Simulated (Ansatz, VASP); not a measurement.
One calculation of Si, two programs

Contents of INCAR:

```
  ALGO = Normal
  EDIFF = 1E-8
  ENCUT = 520
  GGA = CA
  ISIF = 2
  ISMEAR = -1
  LASPH = True
  LCHARG = False
  LEFG = True
  LREAL = False
  LWAVE = False
  NBANDS = 11
  NELM = 80
  PREC = Accurate
  SIGMA = 0.05
```

KPOINTS

```
k-points
0
Gamma
  16 16 16
```

File POSCAR:

```
Si
1.0
   -2.2128400857      2.3283481754      1.2533856549
    2.2128400857     -2.3283481754      1.2533856549
    2.2128400857      2.3283481754     -1.2533856549
Si
2
Direct
    0.8070000000      0.5570000000      0.2500000000
    0.1930000000      0.4430000000      0.7500000000
```

Input for Ansatz:

```yaml
crystal:
  lattice:
    - [-2.2128400857, 2.3283481754, 1.2533856549]
    - [2.2128400857, -2.3283481754, 1.2533856549]
    - [2.2128400857, 2.3283481754, -1.2533856549]
  atoms:
    - { symbol: Si, position: [0.807, 0.557, 0.25] }
    - { symbol: Si, position: [0.193, 0.443, 0.75] }
kpoints:
  mp_grid: { grid: [16, 16, 16] }
scf:
  occupations: { method: fermi_dirac, width: 0.05 }
hamiltonian:
  xc: lda
  pseudopotentials: { kind: paw }
output:
  forces: true
  stress: true
  eigenvalues: true
  efg: { contact_densities: true }
  write_density: true
  write_potential: true
  elf: true
  volumetric_format: npy
```

Change from the starting cell: volume scaled by 0.95, PAW files.

Alike in both runs: task electric field gradients; functional LDA; k mesh 16 × 16 × 16; occupations fermi-dirac, width 0.05 eV; no spin polarisation.

|  | VASP | Ansatz |
| --- | --- | --- |
| version | VASP 6.6.1 | Ansatz 0.2.0 |
| potentials or method | VASP PAW LDA potentials, release 64 (Si) | PAW with Ansatz's default frozen-core files, scalar-relativistic |
| plane-wave cutoff (eV) | 520 | 420 |
| valence electrons in the cell | 8 | 8 |

```csv
,VASP,Ansatz,Ansatz less VASP
pressure (GPa),20.3,20.1,-0.16
"traceless stress, the component that is largest in VASP (GPa)",2.48,2.45,-0.028
rms of the force components (eV/Å),0.020,0.021,+0.0006
size of Vzz on the site where it differs most (V/Å²),27.9,27.2,-0.75
```

LDA's correlation is that of Perdew and Zunger in VASP and of Perdew and Wang (1992) in Ansatz. Atom by atom the forces differ by 0.001 eV/Å (rms over components).
